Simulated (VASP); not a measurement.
Wanted: the native input for a VASP 6.6.1 run.

- Task: single point
- Functional: PBE
- Potentials or basis: VASP PAW PBE potentials, release 64 (Mg, O)
- Cutoff: 520 eV
- k mesh: 11 × 11 × 11
- Occupations: fermi-dirac, width 0.01 eV
- Spin: no spin polarisation
- Dipole correction: no
- Further INCAR settings: ALGO = Normal; EDIFF = 1e-07; NBANDS = 11

The structure of MgO lies in POSCAR:

```
MgO
1.0
   -0.0427030000      2.1351500000      2.1351500000
    2.1351500000     -0.0427030000      2.1351500000
    2.0924470000      2.0924470000      0.0000000000
Mg O
1 1
Direct
    0.0000000000      0.0000000000      0.0000000000
    0.5000000000      0.5000000000      0.5000000000
```

This cell differs from its parent crystal: xy shear strain of -4 %.

One way to write it, as run:

INCAR

```
PREC = Accurate ; ENCUT = 520
EDIFF = 1E-7 ; ISMEAR = -1
SIGMA = 0.01 ; LREAL = F
LASPH = T ; NELM = 80
ALGO = Normal ; ISIF = 2
LWAVE = F ; LCHARG = F
GGA = PE ; NBANDS = 11
```

KPOINTS

```
Automatic mesh
0
Gamma
  11 11 11
```

Potentials or basis: VASP PAW PBE potentials, release 64 (Mg, O).

Command:

```console
$ cat potpaw_PBE.64/Mg/POTCAR potpaw_PBE.64/O/POTCAR > POTCAR
$ mpirun -np 1 vasp_std > vasp.out
```

It gave:

| Property | Result |
| --- | --- |
| Pressure | -2.4 GPa |
| Band gap on the k mesh | 4.17 eV, direct |

Caveat: the cell differs from its parent crystal (xy shear strain of -4 %).

Wall time 16 s on 1 thread of Intel(R) Xeon(R) 6975P-C (Granite Rapids) (shared host), peak memory 0.17 GiB.
